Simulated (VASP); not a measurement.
# TiSi16 (a cell with a defect) in VASP: further runs, part 2 of 3

VASP 6.6.1.

### Step 3. Single point, PBEsol

Input file INCAR:

```
ALGO     = Normal         # electronic algorithm
EDIFF    = 1E-6           # SCF threshold, eV
ENCUT    = 520            # plane-wave cutoff, eV
GGA      = PS             # functional
ISIF     = 2              # what is computed and relaxed
ISMEAR   = -1             # smearing method
LASPH    = True           # aspherical terms in the spheres
LCHARG   = True           # write CHGCAR
LELF     = True           # ELF
LREAL    = Auto         
LVHAR    = True         
LWAVE    = False          # write WAVECAR
NBANDS   = 52             # bands
NELM     = 60             # most SCF steps
PREC     = Accurate       # precision mode
SIGMA    = 0.05           # smearing width, eV
```

Input file KPOINTS:

```
k-points
0
Gamma
  2 2 2
```

Input file POSCAR:

```
TiSi16
1.0
    0.0000000000      5.4300000000      5.4300000000
    5.4300000000      0.0000000000      5.4300000000
    5.4300000000      5.4300000000      0.0000000000
Si Ti
16 1
Direct
   -0.0140901473     -0.0138371087      0.0316938306
    0.1243487109      0.1245203499      0.1270759669
    0.0130986188      0.0122271639      0.4985720994
    0.1114367403      0.1106571823      0.6596194291
    0.0064330571      0.4985485267     -0.0133540516
    0.1243871087      0.6140723757      0.1270819521
    0.0127418048      0.4686613260      0.4987419890
    0.1494666667      0.6141226519      0.6143627993
    0.4983774401      0.0066067219     -0.0132534991
    0.6138526703      0.1246443831      0.1270928177
    0.4694867403      0.0120631676      0.4988206262
    0.6150366483      0.1485491713      0.6144193370
    0.4982876611      0.4984987109     -0.0130167587
    0.6354747698      0.6356622468      0.0835163904
    0.5125660221      0.5117669429      0.4563304788
    0.6151327808      0.6145611418      0.6145281768
    0.8321430018      0.8313240331      0.4976139042
```

Potentials or basis: VASP PAW PBE potentials, release 64 (Si, Ti_sv).

Started as:

```bash
$ cat potpaw_PBE.64/Si/POTCAR potpaw_PBE.64/Ti_sv/POTCAR > POTCAR
$ mpirun -np 1 vasp_std > vasp.out
```

OUTCAR:

```text
EDIFF = 1E-6
   ENCUT = 520
   GGA = PS
   ISIF = 2
   ISMEAR = -1
   LASPH = True
   LREAL = Auto
   NELM = 60
   PREC = Accurate

 ion  position               nearest neighbor table
   1  0.986  0.986  0.032-   4 2.33  10 2.34   6 2.34   2 2.34  17 2.92
   2  0.124  0.125  0.127-   3 2.33   1 2.34   9 2.35   5 2.35
   3  0.013  0.012  0.499-   4 2.26   2 2.33  17 2.41  12 2.50   8 2.50
   4  0.111  0.111  0.660-   3 2.26   7 2.26  11 2.26   1 2.33
   5  0.006  0.499  0.987-  14 2.33   8 2.34   6 2.35   2 2.35
   6  0.124  0.614  0.127-   7 2.33   1 2.34  13 2.35   5 2.35
   7  0.013  0.469  0.499-   4 2.26   6 2.33  17 2.41  16 2.50   8 2.50
   8  0.149  0.614  0.614-  15 2.29   5 2.34  17 2.48   7 2.50   3 2.50
   9  0.498  0.007  0.987-  14 2.33  12 2.34  10 2.35   2 2.35
  10  0.614  0.125  0.127-  11 2.33   1 2.34  13 2.35   9 2.35
  11  0.469  0.012  0.499-   4 2.26  10 2.33  17 2.41  16 2.50  12 2.50
  12  0.615  0.149  0.614-  15 2.29   9 2.34  17 2.48  11 2.50   3 2.50
  13  0.498  0.498  0.987-  14 2.33  16 2.34  10 2.35   6 2.35
  14  0.635  0.636  0.084-  13 2.33   9 2.33   5 2.33  15 2.34
  15  0.513  0.512  0.456-   8 2.29  12 2.29  16 2.29  14 2.34
  16  0.615  0.615  0.615-  15 2.29  13 2.34  17 2.48  11 2.50   7 2.50
  17  0.832  0.831  0.498-  11 2.41   7 2.41   3 2.41  16 2.48  12 2.48   8 2.48   1 2.92

  LATTYP: Found a face centered cubic cell.
 ALAT       =    10.8600000000

  Lattice vectors:

 A1 = (   0.0000000000,   5.4300000000,   5.4300000000)
 A2 = (   5.4300000000,   0.0000000000,   5.4300000000)
 A3 = (   5.4300000000,   5.4300000000,   0.0000000000)

Analysis of symmetry for initial positions (statically):
=====================================================================
 Subroutine PRICEL returns:
 Original cell was already a primitive cell.

 Routine SETGRP: Setting up the symmetry group for a
 face centered cubic supercell.

 Subroutine GETGRP returns: Found  1 space group operations
 (whereof  1 operations were pure point group operations)
 out of a pool of 48 trial point group operations.

The static configuration has the point symmetry C_1 .

Analysis of symmetry for dynamics (positions and initial velocities):
=====================================================================
 Subroutine PRICEL returns:
 Original cell was already a primitive cell.

 Routine SETGRP: Setting up the symmetry group for a
 face centered cubic supercell.

 Subroutine GETGRP returns: Found  1 space group operations
 (whereof  1 operations were pure point group operations)
 out of a pool of 48 trial point group operations.

The dynamic configuration has the point symmetry C_1 .

 Subroutine INISYM returns: Found  1 space group operations
 (whereof  1 operations are pure point group operations),
 and found     1 'primitive' translations

----------------------------------------------------------------------------------------

                                     Primitive cell

  volume of cell :     320.2060

  direct lattice vectors                    reciprocal lattice vectors
     0.000000000  5.430000000  5.430000000    -0.092081031  0.092081031  0.092081031
     5.430000000  0.000000000  5.430000000     0.092081031 -0.092081031  0.092081031
[... 74 lines left out ...]
  0.000000  0.500000  0.000000      1.000000
  0.000000  0.000000  0.500000      1.000000
  0.500000  0.500000  0.500000      1.000000
  0.500000  0.500000  0.000000      1.000000
  0.000000  0.500000  0.500000      1.000000
  0.500000  0.000000  0.500000      1.000000
   k-points           NKPTS =      8   k-points in BZ     NKDIM =      8   number of bands    NBANDS=     52
   number of dos      NEDOS =    301   number of ions     NIONS =     17
   total plane-waves  NPLWV = 216000
   dimension x,y,z NGX =    60 NGY =   60 NGZ =   60
   dimension x,y,z NGXF=   120 NGYF=  120 NGZF=  120
   ions per type =              16   1
   NGX,Y,Z   is equivalent  to a cutoff of  12.99, 12.99, 12.99 a.u.
   NGXF,Y,Z  is equivalent  to a cutoff of  25.98, 25.98, 25.98 a.u.
 SYSTEM =  unknown system
   PREC   = accura    normal or accurate (medium, high low for compatibility)
   ISTART =      0    job   : 0-new  1-cont  2-samecut
   ICHARG =      2    charge: 1-file 2-atom 10-const
   ISPIN  =      1    spin polarized calculation?
   LNONCOLLINEAR =      F non collinear calculations
   LSORBIT =      F    spin-orbit coupling
   LASPH  =      T    aspherical Exc in radial PAW
   ENCUT  =  520.0 eV  38.22 Ry    6.18 a.u.  14.28 14.28 14.28*2*pi/ulx,y,z
   NELM   =     60;   NELMIN=  2; NELMDL= -5     # of ELM steps
   EDIFF  = 0.1E-05   stopping-criterion for ELM
   LREAL  =      T    real-space projection
   EDIFFG = 0.1E-04   stopping-criterion for IOM
   NSW    =      0    number of steps for IOM
   IBRION =     -1    ionic relax: 0-MD 1-quasi-New 2-CG
   NFREE  =      0    steps in history (QN), initial steepest desc. (CG)
   ISIF   =      2    stress and relaxation
   ISYM   =      2    0-nonsym 1-usesym 2-fastsym
   POTIM  = 0.5000    time-step for ionic-motion
   TEBEG  =    0.0;   TEEND  =   0.0 temperature during run
   PSTRESS=    0.0 pullay stress
   NELECT =      76.0000    total number of electrons
   NUPDOWN=      -1.0000    fix difference up-down
   EMIN   =  10.00;   EMAX   =-10.00  energy-range for DOS
   EFERMI =   0.00;   METHOD = LEGACY
   ISMEAR =    -1;   SIGMA  =   0.05  broadening in eV -4-tet -1-fermi 0-gaus
   EFERMI_NEDOS =   21; number of points for ismear=-14 and -15
   IALGO  =     38    algorithm
   IMIX   =      4    mixing-type and parameters
     AMIX     =   0.40;   BMIX     =  1.00
     AMIX_MAG =   1.60;   BMIX_MAG =  1.00
  volume/ion in A,a.u.               =      18.84       127.11
  Fermi-wavevector in a.u.,A,eV,Ry     =   1.013607  1.915439 13.978610  1.027399
  Thomas-Fermi vector in A             =   2.146786
   LORBIT       =      0    0 simple, 1 ext, 2 COOP (PROOUT), +10 PAW based schemes
   GGA     = PS    functional components
   LHFCALC =     F    Hartree Fock is set to
   AEXX    =    0.0000 exact exchange contribution
   IVDW    =     0    specifies the selected vdW correction
   LEPSILON=     F    determine dielectric tensor
   LRPA    =     F    only Hartree local field effects (RPA)
 non-spin polarized calculation
  energy-cutoff  :      520.00
  volume of cell :      320.21
 maximum number of plane-waves:      8646
 NGX is ok and might be reduce to    60
   NGX = 29   NGY = 29   NGZ = 29

 number of electron      76.0000000 magnetization

 Free energy of the ion-electron system (eV)
  ---------------------------------------------------
  ext. energy  EPLUGINS =         0.00000000
  ---------------------------------------------------
  free energy    TOTEN  =       -96.94710269 eV

  energy without entropy =      -96.88985741  energy(sigma->0) =      -96.91848005

 E-fermi :   6.8259     XC(G=0):  -9.8861

 val. band max:        6.7878597183   @ k =   0.5000   0.5000   0.5000
 cond. band min:       6.8303839861   @ k =   0.0000   0.0000   0.5000
 fundamental gap:      0.0425242678
 Fermi energy:         6.8258848824

 k-point     1 :       0.0000    0.0000    0.0000
  band No.  band energies     occupation
      1     -49.8639      2.00000
      2     -26.4343      2.00000
      3     -26.2823      2.00000
      4     -26.2818      2.00000
      5      -5.7492      2.00000
      6      -3.5325      2.00000
[... 413 lines left out ...]
     49       9.8288      0.00000
     50      10.3447      0.00000
 [bands above 50 left out]

------------------------ aborting loop because EDIFF is reached ----------------------------------------

  FORCE on cell =-STRESS in cart. coord.  units (eV):
  Direction    XX          YY          ZZ          XY          YZ          ZX
  --------------------------------------------------------------------------------------
  -------------------------------------------------------------------------------------
  Total        6.8818386      6.8924070      6.8528411     -1.5130393      1.5082100      1.5084504
  in kB       34.4338496     34.4867295     34.2887584     -7.5706175      7.5464536      7.5476566
  external PRESSURE =      34.4031125 kB  Pullay stress =       0.0000000 kB

 VOLUME and BASIS-vectors are now :
 -----------------------------------------------------------------------------
  energy-cutoff  :      520.00
  volume of cell :      320.21
      direct lattice vectors                 reciprocal lattice vectors
     0.000000000  5.430000000  5.430000000    -0.092081031  0.092081031  0.092081031
     5.430000000  0.000000000  5.430000000     0.092081031 -0.092081031  0.092081031
     5.430000000  5.430000000  0.000000000     0.092081031  0.092081031 -0.092081031

 POSITION                                       TOTAL-FORCE (eV/Angst)
 -----------------------------------------------------------------------------------
      5.52696      5.52559     10.70835         0.124099      0.123693     -0.120300
      1.36617      1.36524      1.35136         0.104667      0.105329     -0.032989
      2.77364      2.77837      0.13752         0.130092      0.130770     -0.026610
      4.18260      4.18683      1.20597         0.161033      0.161802     -0.148816
      8.06461      5.39242      2.74205         0.048843      0.048384     -0.048904
      4.02447      1.36548      4.00984         0.040706      0.106172     -0.101446
[... 9 lines left out ...]
      6.67395      6.67706      6.67724         0.046250      0.045310      0.037854
      7.21613      7.22058      9.03263        -1.053626     -1.039193      1.082505
 -----------------------------------------------------------------------------------
    total drift:                               -0.012127     -0.003930     -0.002502

  FREE ENERGIE OF THE ION-ELECTRON SYSTEM (eV)
  ---------------------------------------------------
  free  energy   TOTEN  =       -96.9471026919 eV

  energy  without entropy=      -96.8898574097  energy(sigma->0) =      -96.91848005
```

Run time: 2.3 min. Hardware: 1 thread of Intel Xeon 6975P-C (Granite Rapids), shared host; peak memory 0.49 GiB.

Results:

```
Free energy            : -96.9471 eV
Pressure               : 3.4 GPa
Largest force          : 1.834 eV/Å
Band gap on the k mesh : zero (bands 38 and 39 overlap by 0.44 eV)
```

Forces on the atoms (eV/Å):
```
Si   0.124  0.124 -0.120
Si   0.105  0.105 -0.033
Si   0.130  0.131 -0.027
Si   0.161  0.162 -0.149
Si   0.049  0.048 -0.049
Si   0.041  0.106 -0.101
Si   0.002  0.146 -0.142
Si   0.071 -0.085 -0.071
Si   0.046  0.048 -0.049
Si   0.106  0.043 -0.101
Si   0.148 -0.006 -0.145
Si  -0.074  0.064 -0.065
Si   0.046  0.045 -0.038
Si   0.032  0.033 -0.027
Si   0.022  0.029 -0.002
Si   0.046  0.045  0.038
Ti  -1.054 -1.039  1.083
```

Stress tensor (GPa, compression positive):
```
 3.44 -0.76  0.75
-0.76  3.45  0.75
 0.75  0.75  3.43
```

Caveat: the k points lie up to 0.50 Å⁻¹ apart; the PAW data sets were made with another functional, which shifts forces and pressure a little.

(Part 2 of 3 ends here.)
